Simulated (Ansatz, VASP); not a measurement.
One calculation of InSbO4, two programs

INCAR

```
ALGO = Normal ; EDIFF = 1E-6
ENCUT = 520 ; GGA = PE
ISIF = 2 ; ISMEAR = 0
LASPH = True ; LCHARG = False
LREAL = False ; LWAVE = False
NBANDS = 30 ; NELM = 100
PREC = Accurate ; SIGMA = 0.1
```

File KPOINTS:

```
k-points
0
Gamma
  6 6 4
```

The input POSCAR:

```
InSbO4
1.0
    4.5945144800      0.0000000000      0.0000000000
   -2.2972572400      3.9789662600      0.0000000000
    0.0000000000      0.0000000000      5.5046368400
In Sb O
1 1 4
Direct
    0.0000000000      0.0000000000      0.5000000000
    0.0000000000      0.0000000000      0.0000000000
    0.3333333300      0.6666666700      0.5000000000
    0.6666666700      0.3333333300      0.5000000000
    0.3333333300      0.6666666700      0.0000000000
    0.6666666700      0.3333333300      0.0000000000
```

Input for Ansatz:

```yaml
crystal:
  lattice:
    - [4.59451448, 0.0, 0.0]
    - [-2.29725724, 3.97896626, 0.0]
    - [0.0, 0.0, 5.50463684]
  atoms:
    - { symbol: In, position: [0.0, 0.0, 0.5] }
    - { symbol: Sb, position: [0.0, 0.0, 0.0] }
    - { symbol: O, position: [0.33333333, 0.66666667, 0.5] }
    - { symbol: O, position: [0.66666667, 0.33333333, 0.5] }
    - { symbol: O, position: [0.33333333, 0.66666667, 0.0] }
    - { symbol: O, position: [0.66666667, 0.33333333, 0.0] }
basis:
  ecutwfc: 420
kpoints:
  mp_grid: { grid: [6, 6, 4] }
hamiltonian:
  xc: pbe
scf:
  occupations: { method: gaussian, width: 0.1 }
  lower_state_search: "off"
output:
  forces: true
  stress: true
  eigenvalues: true
```

Alike in both runs: task single point; functional PBE; k mesh 6 × 6 × 4; occupations gaussian, width 0.1 eV; no spin polarisation.

|  | VASP | Ansatz |
| --- | --- | --- |
| version | VASP 6.6.1 | Ansatz 0.2.0 |
| potentials or method | VASP PAW PBE potentials, release 64 (In_d, Sb, O), cutoff 520 eV | scalar-relativistic, plane waves, PAW |
| valence electrons in the cell | 42 | 52 |

Ansatz gave:

```
gap on the k mesh at the Fermi level (eV)                     : none
pressure (GPa)                                                : -15.1
traceless stress, the component that is largest in VASP (GPa) : 15.36
```

Problem. What did VASP give for the same quantities?

Solution. gap on the k mesh at the Fermi level (eV): none; pressure (GPa): -15.3; traceless stress, the component that is largest in VASP (GPa): 15.32.

A gap of «none» marks a metal or a gap that the smearing closes. VASP's potentials hold 42 valence electrons a cell and Ansatz's 52, so a difference there can come from the potentials and not from the codes.

Neither program's run includes spin-orbit coupling.
